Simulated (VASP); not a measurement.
# CoSi2 (MoSi2 type) (I4/mmm) in VASP: notebook

CoSi2 (MoSi2 type) is run at these levels: PBE; tasks: single point.

Program: VASP 6.6.1. These are calculated values, not measurements. Logs are shortened: lines on timing, memory, paths and dates and some standing lists are left out, and cuts for length are marked.

## 1. The cell of the first run

Symmetry: I4/mmm, No. 139, tetragonal system. The conventional cell has a = 2.641 Å, b = 2.641 Å, c = 6.416 Å, α = 90.00°, β = 90.00°, γ = 90.00°. Within 2.8 Å of Co (site symmetry 4/mmm) lie 10 Si at 2.15 Å and 4 Co at 2.64 Å. Within 2.8 Å of Si (site symmetry 4mm) lie 9 Si at 2.11 to 2.64 Å and 5 Co at 2.15 Å.

## 2. Single point, PBE (7.46 Å³/atom)

File POSCAR:

```
CoSi2
1.0
   -1.3207375311      1.3207375311      3.2081291449
    1.3207375311     -1.3207375311      3.2081291449
    1.3207375311      1.3207375311     -3.2081291449
Co Si
1 2
Direct
    0.0000000000      0.0000000000      0.0000000000
    0.3355605163      0.3355605163      0.0000000000
   -0.3355605163     -0.3355605163      0.0000000000
```

File INCAR.step1:

```
SYSTEM = CoSi2
PREC = Accurate ; ENCUT = 520
EDIFF = 1E-6 ; ISMEAR = -1
SIGMA = 0.05 ; LREAL = .FALSE.
LASPH = .TRUE. ; NELM = 80
ALGO = Normal ; ISIF = 2
LWAVE = .FALSE. ; LCHARG = .TRUE.
LMAXMIX = 4 ; GGA = PE
NBANDS = 16
```

File KPOINTS.step1:

```
regular mesh
0
G
  14 14 14
  0 0 0
```

File INCAR.step2:

```
SYSTEM = CoSi2
PREC = Accurate ; ENCUT = 520
EDIFF = 1E-6 ; ISMEAR = -5
SIGMA = 0.05 ; LREAL = .FALSE.
LASPH = .TRUE. ; NELM = 80
ALGO = Normal ; ISIF = 2
LWAVE = .FALSE. ; LCHARG = .FALSE.
LMAXMIX = 4 ; GGA = PE
LORBIT = 11 ; NEDOS = 1001
ICHARG = 11
```

File KPOINTS.step2:

```
regular mesh
0
G
  21 21 21
  0 0 0
```

Potentials or basis: VASP PAW PBE potentials, release 64 (Co, Si).

Command:

```
cat potpaw_PBE.64/Co/POTCAR potpaw_PBE.64/Si/POTCAR > POTCAR
cp INCAR.step1 INCAR
cp KPOINTS.step1 KPOINTS
mpirun -np 1 vasp_std > vasp.out
cp INCAR.step2 INCAR
cp KPOINTS.step2 KPOINTS
mpirun -np 1 vasp_std > vasp.out
```

OUTCAR:

```text
SYSTEM = CoSi2
   PREC = Accurate
   ENCUT = 520
   EDIFF = 1E-6
   ISMEAR = -5
   LREAL = .FALSE.
   LASPH = .TRUE.
   NELM = 80
   ISIF = 2
   GGA = PE
   LORBIT = 11
   ICHARG = 11

 ion  position               nearest neighbor table
   1  0.000  0.000  0.000-   3 2.15   3 2.15   3 2.15   2 2.15   3 2.15   2 2.15   2 2.15   2 2.15
                             2 2.15   3 2.15
   2  0.336  0.336  0.000-   3 2.11   1 2.15   1 2.15   1 2.15   1 2.15   1 2.15   3 2.17   3 2.17
                             3 2.17   3 2.17
   3  0.664  0.664  0.000-   2 2.11   1 2.15   1 2.15   1 2.15   1 2.15   1 2.15   2 2.17   2 2.17
                             2 2.17   2 2.17

  LATTYP: Found a body centered tetragonal cell.
 ALAT       =     2.6414750622
 C/A-ratio  =     2.4290436740

  Lattice vectors:

 A1 = (  -1.3207375311,   1.3207375311,   3.2081291449)
 A2 = (   1.3207375311,  -1.3207375311,   3.2081291449)
 A3 = (   1.3207375311,   1.3207375311,  -3.2081291449)

Analysis of symmetry for initial positions (statically):
=====================================================================
 Subroutine PRICEL returns:
 Original cell was already a primitive cell.

 Routine SETGRP: Setting up the symmetry group for a
 body centered tetragonal supercell.

 Subroutine GETGRP returns: Found 16 space group operations
 (whereof 16 operations were pure point group operations)
 out of a pool of 16 trial point group operations.

The static configuration has the point symmetry D_4h.

Analysis of symmetry for dynamics (positions and initial velocities):
=====================================================================
 Subroutine PRICEL returns:
 Original cell was already a primitive cell.

 Routine SETGRP: Setting up the symmetry group for a
 body centered tetragonal supercell.

 Subroutine GETGRP returns: Found 16 space group operations
 (whereof 16 operations were pure point group operations)
 out of a pool of 16 trial point group operations.

The dynamic configuration has the point symmetry D_4h.

 Subroutine INISYM returns: Found 16 space group operations
 (whereof 16 operations are pure point group operations),
 and found     1 'primitive' translations

----------------------------------------------------------------------------------------

                                     Primitive cell

  volume of cell :      22.3844

  direct lattice vectors                    reciprocal lattice vectors
    -1.320737531  1.320737531  3.208129145     0.000000000  0.378576355  0.155854075
     1.320737531 -1.320737531  3.208129145     0.378576355  0.000000000  0.155854075
     1.320737531  1.320737531 -3.208129145     0.378576355  0.378576355  0.000000000

  length of vectors
     3.712248357  3.712248357  3.712248357     0.409402673  0.409402673  0.535387815

  position of ions in fractional coordinates (direct lattice)
     0.000000000  0.000000000  0.000000000
     0.335560516  0.335560516  0.000000000
     0.664439484  0.664439484  0.000000000

  ion indices of the primitive-cell ions
   primitive index   ion index
                 1           1
                 2           2
                 3           3

----------------------------------------------------------------------------------------

 KPOINTS: regular mesh

Automatic generation of k-mesh.
 Grid dimensions read from file:
 generate k-points for:   21   21   21

 Generating k-lattice:

  Cartesian coordinates                     Fractional coordinates (reciprocal lattice)
     0.000000000  0.018027445  0.007421623     0.047619048  0.000000000  0.000000000
     0.018027445  0.000000000  0.007421623     0.000000000  0.047619048  0.000000000
     0.018027445  0.018027445  0.000000000     0.000000000  0.000000000  0.047619048

  Length of vectors
     0.019495365  0.019495365  0.025494658

  Shift w.r.t. Gamma in fractional coordinates (k-lattice)
     0.000000000  0.000000000  0.000000000

 TETIRR: Found  11769 inequivalent tetrahedra from    55566

 Subroutine IBZKPT returns following result:
 ===========================================

 Found    726 irreducible k-points:

 Following reciprocal coordinates:
            Coordinates               Weight
  0.000000  0.000000  0.000000      1.000000
  0.047619  0.000000 -0.000000      8.000000
  0.095238  0.000000  0.000000      8.000000
  0.142857  0.000000 -0.000000      8.000000
  0.190476  0.000000  0.000000      8.000000
  0.238095  0.000000  0.000000      8.000000
[... 16 lines left out ...]
 -0.428571  0.047619 -0.000000     16.000000
 -0.380952  0.047619  0.000000     16.000000
 [... further k-points ...]
   k-points           NKPTS =    726   k-points in BZ     NKDIM =    726   number of bands    NBANDS=     12
   number of dos      NEDOS =   1001   number of ions     NIONS =      3
   total plane-waves  NPLWV =  21952
   dimension x,y,z NGX =    28 NGY =   28 NGZ =   28
   dimension x,y,z NGXF=    56 NGYF=   56 NGZF=   56
   ions per type =               1   2
   NGX,Y,Z   is equivalent  to a cutoff of  12.54, 12.54, 12.54 a.u.
   NGXF,Y,Z  is equivalent  to a cutoff of  25.08, 25.08, 25.08 a.u.
 SYSTEM =  CoSi2
   PREC   = accura    normal or accurate (medium, high low for compatibility)
   ISTART =      0    job   : 0-new  1-cont  2-samecut
   ICHARG =     11    charge: 1-file 2-atom 10-const
   ISPIN  =      1    spin polarized calculation?
   LNONCOLLINEAR =      F non collinear calculations
   LSORBIT =      F    spin-orbit coupling
   LASPH  =      T    aspherical Exc in radial PAW
   ENCUT  =  520.0 eV  38.22 Ry    6.18 a.u.   6.90  6.90  6.90*2*pi/ulx,y,z
   NELM   =     80;   NELMIN=  2; NELMDL=  0     # of ELM steps
   EDIFF  = 0.1E-05   stopping-criterion for ELM
   LREAL  =      F    real-space projection
[... 7 lines left out ...]
   TEBEG  =    0.0;   TEEND  =   0.0 temperature during run
   PSTRESS=    0.0 pullay stress
   NELECT =      17.0000    total number of electrons
   NUPDOWN=      -1.0000    fix difference up-down
   EMIN   =  10.00;   EMAX   =-10.00  energy-range for DOS
   EFERMI =   0.00;   METHOD = LEGACY
   ISMEAR =    -5;   SIGMA  =   0.05  broadening in eV -4-tet -1-fermi 0-gaus
   EFERMI_NEDOS =   21; number of points for ismear=-14 and -15
   IALGO  =     38    algorithm
   IMIX   =      4    mixing-type and parameters
     AMIX     =   0.40;   BMIX     =  1.00
     AMIX_MAG =   1.60;   BMIX_MAG =  1.00
  volume/ion in A,a.u.               =       7.46        50.35
  Fermi-wavevector in a.u.,A,eV,Ry     =   1.493629  2.822550 30.353628  2.230929
  Thomas-Fermi vector in A             =   2.606005
   LORBIT       =     11    0 simple, 1 ext, 2 COOP (PROOUT), +10 PAW based schemes
   GGA     = PE    functional components
   LHFCALC =     F    Hartree Fock is set to
   AEXX    =    0.0000 exact exchange contribution
   IVDW    =     0    specifies the selected vdW correction
   LEPSILON=     F    determine dielectric tensor
   LRPA    =     F    only Hartree local field effects (RPA)
 non-spin polarized calculation
 Fermi weights with tetrahedron method with Bloechl corrections
  energy-cutoff  :      520.00
  volume of cell :       22.38
 maximum number of plane-waves:       616

 number of electron      17.0000003 magnetization

 Free energy of the ion-electron system (eV)
  ---------------------------------------------------
  ext. energy  EPLUGINS =         0.00000000
  ---------------------------------------------------
  free energy    TOTEN  =       -11.73601286 eV

  energy without entropy =      -11.73601286  energy(sigma->0) =      -11.73601286

 E-fermi :  20.9915     XC(G=0): -14.6295

 val. band max:       21.0341170761   @ k =  -0.4286   0.2381   0.0952
 cond. band min:      20.9589296826   @ k =  -0.3333   0.3333   0.0476
 fundamental gap:     -0.0751873936
 Fermi energy:        20.9914904668

 k-point     1 :       0.0000    0.0000    0.0000
  band No.  band energies     occupation
      1       0.9059      2.00000
      2      10.8640      2.00000
      3      14.6537      2.00000
      4      15.4597      2.00000
      5      15.5678      2.00000
      6      15.5678      2.00000
      7      17.4979      2.00000
      8      21.2902      0.00000
      9      21.8345      0.00000
     10      24.4121      0.00000
     11      24.4182      0.00000
     12      24.4231      0.00000

 k-point     2 :       0.0476    0.0000   -0.0000
  band No.  band energies     occupation
      1       0.9625      2.00000
      2      10.8695      2.00000
      3      14.6462      2.00000
      4      15.1894      2.00000
      5      15.5882      2.00000
      6      15.7190      2.00000
      7      17.4373      2.00000
      8      21.2767      0.00000
      9      21.7409      0.00000
     10      24.0466      0.00000
     11      24.1509      0.00000
     12      24.7212      0.00000

 k-point     3 :       0.0952    0.0000    0.0000
  band No.  band energies     occupation
      1       1.1320      2.00000
      2      10.8855      2.00000
      3      14.5689      2.00000
      4      14.8103      2.00000
      5      15.6481      2.00000
      6      15.7911      2.00000
      7      17.2692      2.00000
      8      21.1708      0.04091
      9      21.5700      0.00000
     10      23.6429      0.00000
     11      23.9942      0.00000
     12      25.0175      0.00000
[... 286 lines left out ...]
 k-point    23 :      -0.4286    0.0476   -0.0000
  band No.  band energies     occupation
      1       5.1343      2.00000
      2       8.2507      2.00000
      3      12.4566      2.00000
      4      12.8686      2.00000
      5      15.2838      2.00000
      6      15.5820      2.00000
      7      16.6064      2.00000
      8      19.0836      2.00000
      9      22.0698      0.00000
     10      24.0149      0.00000
     11      24.5227      0.00000
     12      27.1422      0.00000

 k-point    24 :      -0.3810    0.0476    0.0000
  band No.  band energies     occupation
      1       4.2918      2.00000
      2       9.2439      2.00000
      3      12.2570      2.00000
      4      13.2631      2.00000
      5      15.3410      2.00000
      6      15.6875      2.00000
      7      16.4943      2.00000
      8      19.1516      2.00000
      9      22.0737      0.00000
     10      23.6720      0.00000
     11      24.3624      0.00000
     12      27.5119      0.00000

 [... further k-points ...]

------------------------ aborting loop because EDIFF is reached ----------------------------------------

  FORCE on cell =-STRESS in cart. coord.  units (eV):
  Direction    XX          YY          ZZ          XY          YZ          ZX
  --------------------------------------------------------------------------------------
  -------------------------------------------------------------------------------------
  Total       32.1608234     32.1608234     32.1068720      0.0000000      0.0000000      0.0000000
  in kB     2301.9340087   2301.9340087   2298.0724013      0.0000000      0.0000000      0.0000000
  external PRESSURE =    2300.6468062 kB  Pullay stress =       0.0000000 kB

 VOLUME and BASIS-vectors are now :
 -----------------------------------------------------------------------------
  energy-cutoff  :      520.00
  volume of cell :       22.38
      direct lattice vectors                 reciprocal lattice vectors
    -1.320737531  1.320737531  3.208129145     0.000000000  0.378576355  0.155854075
     1.320737531 -1.320737531  3.208129145     0.378576355  0.000000000  0.155854075
     1.320737531  1.320737531 -3.208129145     0.378576355  0.378576355  0.000000000

 POSITION                                       TOTAL-FORCE (eV/Angst)
 -----------------------------------------------------------------------------------
      0.00000      0.00000      0.00000        -0.000000     -0.000000      0.000000
      0.00000      0.00000      2.15304         0.000000      0.000000     -0.030041
      0.00000      0.00000      4.26322         0.000000      0.000000      0.030041
 -----------------------------------------------------------------------------------
    total drift:                                0.000000     -0.000000      0.000000

  FREE ENERGIE OF THE ION-ELECTRON SYSTEM (eV)
  ---------------------------------------------------
  free  energy   TOTEN  =       -11.7360128620 eV

  energy  without entropy=      -11.7360128620  energy(sigma->0) =      -11.73601286

 total charge

# of ion       s       p       d       tot
------------------------------------------
    1        0.669   1.134   8.160   9.963
    2        0.792   1.280   0.000   2.073
    3        0.792   1.280   0.000   2.073
--------------------------------------------------
tot          2.253   3.695   8.160  14.108
```

Wall time 2.6 min (1 thread of AMD EPYC 9R45 (Zen 5), shared host); peak memory 0.3 GiB.

What came out:

```yaml
Valence_electrons_inside_the_program's_atomic_spheres: Co 9.96; Si 2.07
```

Levels at points of the mesh, in eV from the Fermi level:
| k point | band 4 | band 5 | band 6 | band 7 | band 8 | band 9 | band 10 | band 11 | band 12 |
| --- | --- | --- | --- | --- | --- | --- | --- | --- | --- |
| (0.00, 0.00, 0.00) | -5.53 | -5.42 | -5.42 | -3.49 | 0.30 | 0.84 | 3.42 | 3.43 | 3.43 |

Caveat: the run has no spin polarisation, though such a crystal can be magnetic; tetrahedron occupations give inexact forces and stress in metals.

## 3. Single point, PBE (7.46 Å³/atom)

POSCAR is that of step 2.

File INCAR.step1:

```
PREC = Accurate
ENCUT = 520
EDIFF = 1E-7
ISMEAR = -1
SIGMA = 0.05
LREAL = False
LASPH = True
NELM = 80
ALGO = Normal
ISIF = 2
LWAVE = False
LCHARG = True
LMAXMIX = 4
GGA = PE
NBANDS = 16
```

File KPOINTS.step1:

```
regular mesh
0
Gamma
  14 14 14
```

File INCAR.step2:

```
PREC = Accurate
ENCUT = 520
EDIFF = 1E-7
ISMEAR = -5
SIGMA = 0.05
LREAL = False
LASPH = True
NELM = 80
ALGO = Normal
ISIF = 2
LWAVE = False
LCHARG = False
LMAXMIX = 4
GGA = PE
LORBIT = 11
NEDOS = 2001
ICHARG = 11
```

File KPOINTS.step2:

```
regular mesh
0
Gamma
  21 21 21
```

Potentials or basis: VASP PAW PBE potentials, release 64 (Co, Si).

Command:

```
cat potpaw_PBE.64/Co/POTCAR potpaw_PBE.64/Si/POTCAR > POTCAR
cp INCAR.step1 INCAR
cp KPOINTS.step1 KPOINTS
mpirun -np 1 vasp_std > vasp.out
cp INCAR.step2 INCAR
cp KPOINTS.step2 KPOINTS
mpirun -np 1 vasp_std > vasp.out
```

It took 2.9 min on 1 thread of AMD EPYC 9R45 (Zen 5), shared host; peak memory 0.3 GiB.

Results (log left out):

- Valence electrons inside the program's atomic spheres: Co 9.96; Si 2.07

Levels at points of the mesh, in eV from the Fermi level:
| k point | band 5 | band 6 | band 7 | band 8 | band 9 | band 10 | band 11 | band 12 |
| --- | --- | --- | --- | --- | --- | --- | --- | --- |
| (0.00, 0.00, 0.00) | -5.42 | -5.42 | -3.49 | 0.30 | 0.84 | 3.42 | 3.43 | 3.43 |

Caveat: the run has no spin polarisation, though such a crystal can be magnetic; tetrahedron occupations give inexact forces and stress in metals.
